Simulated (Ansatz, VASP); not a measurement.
**One calculation of SrO, two programs**

```
CELL_PARAMETERS angstrom
0.00000 2.44131 2.69829
2.44131 0.00000 2.69829
2.44131 2.44131 0.00000
ATOMIC_POSITIONS crystal
Sr 0.00000 0.00000 0.00000
O 0.50000 0.50000 0.50000
```

Change from the starting cell: strain -0.050 along x and y, +0.050 along z, atoms carried along.

Alike in both runs: task single point; functional PBE; k mesh 8 × 8 × 8; occupations gaussian, width 0.05 eV; no spin polarisation.

|  | VASP | Ansatz |
| --- | --- | --- |
| version | VASP 6.6.1 | Ansatz 0.2.0 |
| potentials or method | VASP PAW PBE potentials, release 64 (Sr_sv, O), cutoff 520 eV | scalar-relativistic, plane waves, PAW |
| valence electrons in the cell | 16 | 16 |

|  | VASP | Ansatz | Ansatz less VASP |
| --- | --- | --- | --- |
| gap on the k mesh at the Fermi level (eV) | 3.00 | 3.04 | +0.043 |
| least direct gap on the mesh (eV) | 3.00 | 3.04 | +0.043 |
| pressure (GPa) | 12.0 | 11.1 | -0.85 |
| traceless stress, the component that is largest in VASP (GPa) | -11.39 | -10.84 | +0.551 |
